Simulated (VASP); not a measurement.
# Mn (P6/mmm) in VASP: relaxation of cell and atoms with PBEsol

Aim: the relaxation of cell and atoms of Mn with PBEsol.

Program: VASP 6.6.1. These are calculated values, not measurements. Logs are shortened: lines on timing, memory, paths and dates and some standing lists are left out, and cuts for length are marked.

### 1 The cell of the first run

The structure is hexagonal, space group P6/mmm (No. 191). Conventional cell: a = 4.049 Å, b = 4.049 Å, c = 2.482 Å, α = 90.00°, β = 90.00°, γ = 120.00°. Mn (site symmetry 6/mmm) has 14 Mn at 2.48 to 2.65 Å within 3.3 Å. Within 3.1 Å of Mn (site symmetry -6m2) lie 11 Mn at 2.34 to 2.65 Å.

This isn't the form of Mn at room conditions, which is a 58-atom cubic cell.

### 2 Relaxation of cell and atoms, PBEsol

File INCAR:

```
PREC     = Accurate       # precision mode
ENCUT    = 600            # plane-wave cutoff, eV
EDIFF    = 1E-7           # SCF threshold, eV
ISMEAR   = -1             # smearing method
SIGMA    = 0.1            # smearing width, eV
LREAL    = False          # projectors in reciprocal space
LASPH    = True           # aspherical terms in the spheres
NELM     = 80             # most SCF steps
ALGO     = Normal         # electronic algorithm
ISIF     = 3              # what is computed and relaxed
LWAVE    = False          # write WAVECAR
LCHARG   = False          # write CHGCAR
GGA      = PS             # functional
IBRION   = 2              # ionic algorithm
NSW      = 80             # ionic steps
EDIFFG   = -0.01          # ionic threshold
```

File KPOINTS:

```
Automatic mesh
0
Gamma
  9 9 13
```

File POSCAR:

```
Mn
1.0
    4.0493320461      0.0000000000      0.0000000000
   -2.0246660230      3.5068244202      0.0000000000
    0.0000000000      0.0000000000      2.4822405442
Mn
3
Direct
    0.0000000000      0.0000000000      0.0000000000
    0.3333333333      0.6666666667      0.5000000000
    0.6666666667      0.3333333333      0.5000000000
```

Potentials or basis: VASP PAW PBE potentials, release 64 (Mn_pv).

Run with:

```sh
> cat potpaw_PBE.64/Mn_pv/POTCAR > POTCAR
> mpirun -np 1 vasp_std > vasp.out
```

OUTCAR:

```text
PREC = Accurate
   ENCUT = 600
   EDIFF = 1E-7
   ISMEAR = -1
   LREAL = False
   LASPH = True
   NELM = 80
   ISIF = 3
   GGA = PS
   IBRION = 2
   NSW = 80
   EDIFFG = -0.01

 ion  position               nearest neighbor table
   1  0.000  0.000  0.000-   2 2.65   3 2.65   2 2.65   3 2.65   2 2.65   2 2.65   3 2.65   3 2.65
                             3 2.65   3 2.65   2 2.65   2 2.65
   2  0.333  0.667  0.500-   3 2.34   3 2.34   3 2.34   1 2.65   1 2.65   1 2.65   1 2.65   1 2.65
                             1 2.65
   3  0.667  0.333  0.500-   2 2.34   2 2.34   2 2.34   1 2.65   1 2.65   1 2.65   1 2.65   1 2.65
                             1 2.65

  LATTYP: Found a hexagonal cell.
 ALAT       =     4.0493320461
 C/A-ratio  =     0.6130000000

  Lattice vectors:

 A1 = (   4.0493320461,   0.0000000000,   0.0000000000)
 A2 = (  -2.0246660230,   3.5068244202,   0.0000000000)
 A3 = (   0.0000000000,   0.0000000000,   2.4822405442)

Analysis of symmetry for initial positions (statically):
=====================================================================
 Subroutine PRICEL returns:
 Original cell was already a primitive cell.

 Routine SETGRP: Setting up the symmetry group for a
 hexagonal supercell.

 Subroutine GETGRP returns: Found 24 space group operations
 (whereof 24 operations were pure point group operations)
 out of a pool of 24 trial point group operations.

The static configuration has the point symmetry D_6h.

Analysis of symmetry for dynamics (positions and initial velocities):
=====================================================================
 Subroutine PRICEL returns:
 Original cell was already a primitive cell.

 Routine SETGRP: Setting up the symmetry group for a
 hexagonal supercell.

 Subroutine GETGRP returns: Found 24 space group operations
 (whereof 24 operations were pure point group operations)
 out of a pool of 24 trial point group operations.

The dynamic configuration has the point symmetry D_6h.

 Subroutine INISYM returns: Found 24 space group operations
 (whereof 24 operations are pure point group operations),
 and found     1 'primitive' translations

----------------------------------------------------------------------------------------

                                     Primitive cell

  volume of cell :      35.2486

  direct lattice vectors                    reciprocal lattice vectors
     4.049332046  0.000000000  0.000000000     0.246954310  0.142579137  0.000000000
    -2.024666023  3.506824420  0.000000000     0.000000000  0.285158274  0.000000000
     0.000000000  0.000000000  2.482240544     0.000000000  0.000000000  0.402861843

  length of vectors
     4.049332046  4.049332046  2.482240544     0.285158274  0.285158274  0.402861843

[... 69 lines left out ...]
   ions per type =               3
   NGX,Y,Z   is equivalent  to a cutoff of  13.14, 13.14, 13.39 a.u.
   NGXF,Y,Z  is equivalent  to a cutoff of  26.28, 26.28, 26.79 a.u.
 SYSTEM =  unknown system
   PREC   = accura    normal or accurate (medium, high low for compatibility)
   ISTART =      0    job   : 0-new  1-cont  2-samecut
   ICHARG =      2    charge: 1-file 2-atom 10-const
   ISPIN  =      1    spin polarized calculation?
   LNONCOLLINEAR =      F non collinear calculations
   LSORBIT =      F    spin-orbit coupling
   LASPH  =      T    aspherical Exc in radial PAW
   ENCUT  =  600.0 eV  44.10 Ry    6.64 a.u.   8.09  8.09  4.96*2*pi/ulx,y,z
   NELM   =     80;   NELMIN=  2; NELMDL= -5     # of ELM steps
   EDIFF  = 0.1E-06   stopping-criterion for ELM
   LREAL  =      F    real-space projection
   EDIFFG = -.1E-01   stopping-criterion for IOM
   NSW    =     80    number of steps for IOM
   IBRION =      2    ionic relax: 0-MD 1-quasi-New 2-CG
   NFREE  =      1    steps in history (QN), initial steepest desc. (CG)
   ISIF   =      3    stress and relaxation
   ISYM   =      2    0-nonsym 1-usesym 2-fastsym
   POTIM  = 0.5000    time-step for ionic-motion
   TEBEG  =    0.0;   TEEND  =   0.0 temperature during run
   PSTRESS=    0.0 pullay stress
   NELECT =      39.0000    total number of electrons
   NUPDOWN=      -1.0000    fix difference up-down
   EMIN   =  10.00;   EMAX   =-10.00  energy-range for DOS
   EFERMI =   0.00;   METHOD = LEGACY
   ISMEAR =    -1;   SIGMA  =   0.10  broadening in eV -4-tet -1-fermi 0-gaus
   EFERMI_NEDOS =   21; number of points for ismear=-14 and -15
   IALGO  =     38    algorithm
   IMIX   =      4    mixing-type and parameters
     AMIX     =   0.40;   BMIX     =  1.00
     AMIX_MAG =   1.60;   BMIX_MAG =  1.00
  volume/ion in A,a.u.               =      11.75        79.29
  Fermi-wavevector in a.u.,A,eV,Ry     =   1.693230  3.199741 39.008279  2.867028
  Thomas-Fermi vector in A             =   2.774673
   LORBIT       =      0    0 simple, 1 ext, 2 COOP (PROOUT), +10 PAW based schemes
   GGA     = PS    functional components
   LHFCALC =     F    Hartree Fock is set to
   AEXX    =    0.0000 exact exchange contribution
   IVDW    =     0    specifies the selected vdW correction
   LEPSILON=     F    determine dielectric tensor
   LRPA    =     F    only Hartree local field effects (RPA)
 conjugate gradient relaxation of ions
 non-spin polarized calculation
  energy-cutoff  :      600.00
  volume of cell :       35.25
 maximum number of plane-waves:      1192
   NGX = 17   NGY = 17   NGZ =  9

--------------------------------------- Ionic step        1  -------------------------------------------

 number of electron      39.0000012 magnetization

 Free energy of the ion-electron system (eV)
  ---------------------------------------------------
  ext. energy  EPLUGINS =         0.00000000
  ---------------------------------------------------
  free energy    TOTEN  =       -28.62297851 eV

  energy without entropy =      -28.48140175  energy(sigma->0) =      -28.55219013

 E-fermi :   9.0817     XC(G=0): -13.6398

 val. band max:        9.0750982010   @ k =   0.4444   0.1111   0.4615
 cond. band min:       9.0854345996   @ k =   0.4444  -0.0000   0.0769
 fundamental gap:      0.0103363986
 Fermi energy:         9.0817222014

 k-point     1 :       0.0000    0.0000    0.0000
  band No.  band energies     occupation
      1     -38.9120      2.00000
      2     -38.9120      2.00000
      3     -38.6790      2.00000
      4     -38.6790      2.00000
      5     -38.5666      2.00000
      6     -38.4419      2.00000
[... 910 lines left out ...]
--------------------------------------- Ionic step        9  -------------------------------------------

 number of electron      38.9999982 magnetization

 Free energy of the ion-electron system (eV)
  ---------------------------------------------------
  ext. energy  EPLUGINS =         0.00000000
  ---------------------------------------------------
  free energy    TOTEN  =       -29.03892739 eV

  energy without entropy =      -28.92733582  energy(sigma->0) =      -28.98313161

 E-fermi :  10.7526     XC(G=0): -14.3780

 val. band max:       10.7486044255   @ k =   0.0000   0.0000   0.0000
 cond. band min:      10.7553612969   @ k =   0.1111  -0.0000   0.2308
 fundamental gap:      0.0067568714
 Fermi energy:        10.7526074301

 k-point     1 :       0.0000    0.0000    0.0000
  band No.  band energies     occupation
      1     -37.3997      2.00000
      2     -37.3997      2.00000
      3     -37.0394      2.00000
      4     -37.0394      2.00000
      5     -36.8928      2.00000
      6     -36.6829      2.00000
[... 645 lines left out ...]
  FREE ENERGIE OF THE ION-ELECTRON SYSTEM (eV)
  ---------------------------------------------------
  free  energy   TOTEN  =       -29.0389273883 eV

  energy  without entropy=      -28.9273358222  energy(sigma->0) =      -28.98313161

 reached required accuracy - stopping structural energy minimisation
```

OSZICAR:

```text
N       E                     dE             d eps       ncg     rms          rms(c)
DAV:   1     0.455339109188E+03    0.45534E+03   -0.25119E+04  3968   0.252E+03
DAV:   2    -0.740112339954E+01   -0.46274E+03   -0.45729E+03  3892   0.645E+02
DAV:   3    -0.337806440504E+02   -0.26380E+02   -0.26028E+02  4939   0.161E+02
[... 102 lines left out ...]
DAV:   5    -0.290389291734E+02    0.18489E-04   -0.86405E-05  4102   0.111E-01    0.907E-03
DAV:   6    -0.290389283186E+02    0.85479E-06   -0.74964E-06  4615   0.299E-02    0.346E-03
DAV:   7    -0.290389276211E+02    0.69749E-06   -0.27139E-07  2901   0.630E-03    0.932E-04
DAV:   8    -0.290389274045E+02    0.21660E-06   -0.58003E-08  2044   0.346E-03    0.205E-04
DAV:   9    -0.290389273883E+02    0.16174E-07   -0.12927E-08  1967   0.166E-03
   9 F= -.29038927E+02 E0= -.28983132E+02  d E =-.423806E-04
```

Wall time 4.1 min (1 thread of Intel Xeon Platinum 8488C (Sapphire Rapids), shared host); peak memory 0.2 GiB.

Results:

```
Free energy                           : -29.0389 eV
Relaxed volume                        : 10.39 Å³/atom
Relaxed cell                          : a = 3.857 Å, b = 3.857 Å, c = 2.420 Å, α = 90.00°, β = 90.00°, γ = 120.00°
Space group after relaxing (to 0.1 Å) : P6/mmm (No. 191)
Energy gained by relaxing             : 138.6 meV/atom
Ionic steps                           : 9
Pressure after relaxing               : 0.0 GPa
```

The path:
```tsv
step	energy change (eV)	largest force (eV/Å)	pressure (GPa)	volume (Å³)
1	0.0000	0.0000	-28.27	35.25
2	0.8861	0.0000	90.15	25.69
3	-0.4109	0.0000	-1.86	31.37
4	-0.4123	0.0000	-0.23	31.20
5	-0.4123	0.0000	0.53	31.12
6	-0.4159	0.0000	0.36	31.15
7	-0.4159	0.0000	0.37	31.15
8	-0.4159	0.0000	-0.55	31.24
9	-0.4159	0.0000	0.01	31.18
```

Final structure:
```
Mn
1.0
     3.85727    0.00000    0.00000
    -1.92863    3.34049    0.00000
     0.00000    0.00000    2.42019
Mn
3
Direct
  0.00000 0.00000 0.00000
  0.33333 0.66667 0.50000
  0.66667 0.33333 0.50000
```

Levels at points of the mesh, in eV from the Fermi level:
```tsv
k point	band 18	band 19	band 20	band 21	band 22	band 23
(0.00, 0.00, 0.00)	-0.58	-0.58	-0.12	-0.12	0.00	0.00
```

Caveat: the highest band is partly filled, so the run has too few bands; the PAW data sets were made with another functional, which shifts forces and pressure a little; the run has no spin polarisation, though such a crystal can be magnetic.
